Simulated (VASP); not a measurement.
Input of a VASP 6.6.1 run:

The input INCAR:

```
PREC = Accurate
ENCUT = 520
EDIFF = 1E-6
ISMEAR = 0
SIGMA = 0.02
LREAL = F
LASPH = T
NELM = 80
ALGO = Normal
ISIF = 2
LWAVE = F
LCHARG = F
GGA = PE
NBANDS = 24
```

The input KPOINTS:

```
Automatic mesh
0
Gamma
  9 9 6
```

Contents of POSCAR:

```
SrO
1.0
    3.6356888410      0.0000000000      0.0000000000
   -1.8178444205      3.1485988966      0.0000000000
    0.0000000000      0.0000000000      6.1749641399
Sr O
2 2
Direct
    0.3333333300      0.6666666700      0.2801607016
    0.6666666700      0.3333333300      0.6944043625
    0.0000000000      0.0000000000     -0.0200199706
    0.0000000000      0.0000000000      0.5454549066
```

Potentials or basis: VASP PAW PBE potentials, release 64 (Sr_sv, O).

Command:

```sh
$ cat potpaw_PBE.64/Sr_sv/POTCAR potpaw_PBE.64/O/POTCAR > POTCAR
$ mpirun -np 1 vasp_std > vasp.out
```

Q: Predict the largest force.

A: 5.156 eV/Å.

Q: What does it give for the band gap on the k mesh?

A: 1.92 eV.

Stress tensor (GPa, compression positive):
```
6.73 0.00 0.00
0.00 6.73 0.00
0.00 0.00 1.55
```

Caveat: the cell differs from its parent crystal (strained and its atoms moved); the cell stands under pressure; an odd mesh through Γ misses points on the zone boundary, where band edges can lie; forces of over 1 eV/Å act on the atoms, so gaps and moduli don't describe the material at rest.
